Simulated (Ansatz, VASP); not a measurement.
**One calculation of BP, two programs**

```
B P
1.0
     0.00000    2.29934    2.20737
     2.29934    0.00000    2.20737
     2.29934    2.29934    0.00000
B P
1 1
Direct
  0.00000 0.00000 0.00000
  0.75000 0.75000 0.75000
```

Alike in both runs: task single point; functional r2SCAN; k mesh 12 × 12 × 12; occupations gaussian, width 0.05 eV; no spin polarisation.

```csv
,VASP,Ansatz
version,VASP 6.6.1,Ansatz 0.2.0
potentials or method,"VASP PAW PBE potentials, release 64 (B, P), cutoff 520 eV","scalar-relativistic, plane waves, PAW"
valence electrons in the cell,8,8
```

Ansatz gave:

- gap on the k mesh at the Fermi level (eV): 0.77
- least direct gap on the mesh (eV): 3.17
- pressure (GPa): 0.0
- traceless stress, the component that is largest in VASP (GPa): 7.41

**Question.** Estimate VASP's values.

**Answer.** gap on the k mesh at the Fermi level (eV): 0.80; least direct gap on the mesh (eV): 3.21; pressure (GPa): -0.5; traceless stress, the component that is largest in VASP (GPa): 7.44.

VASP's potentials were made for PBE, not for r2SCAN. With one functional, cell and mesh, what is left measures potentials, basis and numerics.
